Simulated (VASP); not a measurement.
# LiCl (I4/mmm) in VASP: notebook, part 2 of 2

VASP 6.6.1.

### 6 Single point, PBE

This run uses another cell than the first one, of the same volume but with other edges.

Contents of INCAR:

```
  ALGO = Normal
  EDIFF = 1E-7
  ENCUT = 520
  GGA = PE
  ISIF = 2
  ISMEAR = 0
  LASPH = True
  LCHARG = False
  LREAL = False
  LWAVE = False
  NBANDS = 12
  NELM = 60
  PREC = Accurate
  SIGMA = 0.05
```

Contents of KPOINTS:

```
k-points
0
Gamma
  8 8 8
```

Contents of POSCAR:

```
LiCl
1.0
    0.0000000000      2.7862186671      2.1732505603
    2.7862186671      0.0000000000      2.1732505603
    2.7862186671      2.7862186671      0.0000000000
Li Cl
1 1
Direct
    0.0000000000      0.0000000000      0.0000000000
    0.5000000000      0.5000000000      0.5000000000
```

Potentials or basis: VASP PAW PBE potentials, release 64 (Li_sv, Cl).

On the command line:

```bash
> cat potpaw_PBE.64/Li_sv/POTCAR potpaw_PBE.64/Cl/POTCAR > POTCAR
> mpirun -np 1 vasp_std > vasp.out
```

OUTCAR:

```text
EDIFF = 1E-7
   ENCUT = 520
   GGA = PE
   ISIF = 2
   ISMEAR = 0
   LASPH = True
   LREAL = False
   NELM = 60
   PREC = Accurate

 ion  position               nearest neighbor table
   1  0.000  0.000  0.000-   2 2.17   2 2.17
   2  0.500  0.500  0.500-   1 2.17   1 2.17

  LATTYP: Found a body centered tetragonal cell.
 ALAT       =     3.9403082267
 C/A-ratio  =     1.1030865786

  Lattice vectors:

 A1 = (   0.0000000000,  -2.7862186671,  -2.1732505603)
 A2 = (   0.0000000000,   2.7862186671,  -2.1732505603)
 A3 = (   2.7862186671,   0.0000000000,   2.1732505603)

Analysis of symmetry for initial positions (statically):
=====================================================================
 Subroutine PRICEL returns:
 Original cell was already a primitive cell.

 Routine SETGRP: Setting up the symmetry group for a
 body centered tetragonal supercell.

 Subroutine GETGRP returns: Found 16 space group operations
 (whereof 16 operations were pure point group operations)
 out of a pool of 16 trial point group operations.

The static configuration has the point symmetry D_4h.

Analysis of symmetry for dynamics (positions and initial velocities):
[... 167 lines left out ...]
 Fermi energy:         0.9592048867

 k-point     1 :       0.0000    0.0000    0.0000
  band No.  band energies     occupation
      1     -42.8007      2.00000
      2     -12.9108      2.00000
      3      -0.2754      2.00000
      4       0.7063      2.00000
      5       0.7063      2.00000
      6       6.8326      0.00000
      7      12.2351      0.00000
      8      12.2351      0.00000
      9      13.3018      0.00000
     10      13.8591      0.00000
     11      13.8591      0.00000
     12      14.2488      0.00000
[... 331 lines left out ...]
 k-point    24 :       0.3750    0.0000    0.1250
  band No.  band energies     occupation
      1     -42.7981      2.00000
      2     -12.5023      2.00000
      3      -1.6945      2.00000
      4      -0.1722      2.00000
      5       0.2059      2.00000
      6       8.0940      0.00000
      7       9.6914      0.00000
      8      11.3383      0.00000
      9      13.0239      0.00000
     10      15.5819      0.00000
     11      16.4319      0.00000
     12      17.6731      0.00000

 [... further k-points ...]
[... 5 lines left out ...]
  --------------------------------------------------------------------------------------
  -------------------------------------------------------------------------------------
  Total       -0.0061615     -0.0061615      3.2151975      0.0000000      0.0000000     -0.0000000
  in kB       -0.2925697     -0.2925697    152.6680103      0.0000000      0.0000000     -0.0000000
  external PRESSURE =      50.6942903 kB  Pullay stress =       0.0000000 kB

 VOLUME and BASIS-vectors are now :
 -----------------------------------------------------------------------------
  energy-cutoff  :      520.00
  volume of cell :       33.74
      direct lattice vectors                 reciprocal lattice vectors
     0.000000000  2.786218667  2.173250560    -0.179454687  0.179454687  0.230070112
     2.786218667  0.000000000  2.173250560     0.179454687 -0.179454687  0.230070112
     2.786218667  2.786218667  0.000000000     0.179454687  0.179454687 -0.230070112

 POSITION                                       TOTAL-FORCE (eV/Angst)
 -----------------------------------------------------------------------------------
      0.00000      0.00000      0.00000        -0.000000      0.000000      0.000000
      2.78622      2.78622      2.17325         0.000000     -0.000000      0.000000
 -----------------------------------------------------------------------------------
    total drift:                                0.000000      0.000000      0.000000

  FREE ENERGIE OF THE ION-ELECTRON SYSTEM (eV)
  ---------------------------------------------------
  free  energy   TOTEN  =        -7.1737194320 eV

  energy  without entropy=       -7.1737194320  energy(sigma->0) =       -7.17371943
```

OSZICAR:

```text
N       E                     dE             d eps       ncg     rms          rms(c)
DAV:   1     0.422146153054E+02    0.42215E+02   -0.41043E+03  1416   0.772E+02
DAV:   2    -0.469437131785E+01   -0.46909E+02   -0.45036E+02  1788   0.144E+02
DAV:   3    -0.721687823256E+01   -0.25225E+01   -0.25170E+01  1960   0.344E+01
DAV:   4    -0.727851356766E+01   -0.61635E-01   -0.61618E-01  1988   0.531E+00
DAV:   5    -0.727910424891E+01   -0.59068E-03   -0.59067E-03  1940   0.503E-01    0.247E+00
DAV:   6    -0.717150500252E+01    0.10760E+00   -0.21901E-01  1696   0.213E+00    0.179E+00
DAV:   7    -0.716809561998E+01    0.34094E-02   -0.73378E-02  1952   0.140E+00    0.104E+00
DAV:   8    -0.717369679171E+01   -0.56012E-02   -0.10827E-02  1644   0.678E-01    0.186E-01
DAV:   9    -0.717359807712E+01    0.98715E-04   -0.35490E-04  1900   0.128E-01    0.484E-02
DAV:  10    -0.717371732021E+01   -0.11924E-03   -0.16994E-04  1640   0.879E-02    0.134E-02
DAV:  11    -0.717371897498E+01   -0.16548E-05   -0.80958E-06  2136   0.192E-02    0.983E-03
DAV:  12    -0.717371941536E+01   -0.44038E-06   -0.81782E-07  1728   0.619E-03    0.741E-04
DAV:  13    -0.717371943205E+01   -0.16690E-07   -0.30405E-08  1652   0.125E-03
   1 F= -.71737194E+01 E0= -.71737194E+01  d E =-.846996E-15
```

It took 23 s on 1 thread of Intel Xeon Platinum 8259CL at 2.50GHz (Skylake/Cascade Lake), shared host; peak memory 0.16 GiB.

What came out:

```
Free energy            : -7.1737 eV
Band gap on the k mesh : 6.13 eV, direct
```

Levels at points of the mesh, in eV from the valence-band top:
```tsv
k point	band 1	band 2	band 3	band 4	band 5	band 6	band 7	band 8	band 9	band 10
(0.00, 0.00, 0.00)	-43.51	-13.62	-0.98	0.00	0.00	6.13	11.53	11.53	12.60	13.15
(0.50, 0.00, 0.00)	-43.50	-13.11	-2.96	-0.73	-0.30	6.40	8.37	11.06	12.65	15.51
(0.50, 0.50, 0.00)	-43.50	-12.63	-3.05	-1.81	-1.81	7.43	8.12	13.18	13.18	14.87
(0.50, 0.00, 0.50)	-43.50	-12.94	-3.14	-1.89	-0.33	8.25	8.94	11.36	12.54	15.71
```

Caveat: the cutoff is under 1.25 times the usual one of these potentials, so pressure, stress and relaxed cells hold a basis-set (Pulay) error. A k mesh can miss the band edges.

### 7 Summary

```tsv
cell	gap on the mesh (eV)
a = 3.526, b = 3.526, c = 4.072 Å, angles 54.7, 54.7, 70.5°, 2 atoms	6.09
a = 3.957, b = 3.957, c = 3.232 Å, angles 65.9, 65.9, 48.2°, 2 atoms	5.88
a = 3.553, b = 3.553, c = 3.829 Å, angles 57.4, 57.4, 65.2°, 2 atoms	6.19
a = 3.770, b = 3.770, c = 3.413 Å, angles 63.1, 63.1, 53.8°, 2 atoms	6.27
a = 3.534, b = 3.534, c = 3.940 Å, angles 56.1, 56.1, 67.8°, 2 atoms	6.13
```

Alike in all rows: task single point; level PBE; potentials or basis VASP PAW PBE potentials, release 64 (Li_sv, Cl); no spin polarisation; k mesh 8 × 8 × 8; cutoff (eV) 520; smearing gaussian 0.05 eV.

Caveats: the cutoff is under 1.25 times the usual one of these potentials, so pressure, stress and relaxed cells hold a basis-set (Pulay) error.

Total energies depend on the potentials used, so only differences within one code and one set of settings carry meaning.
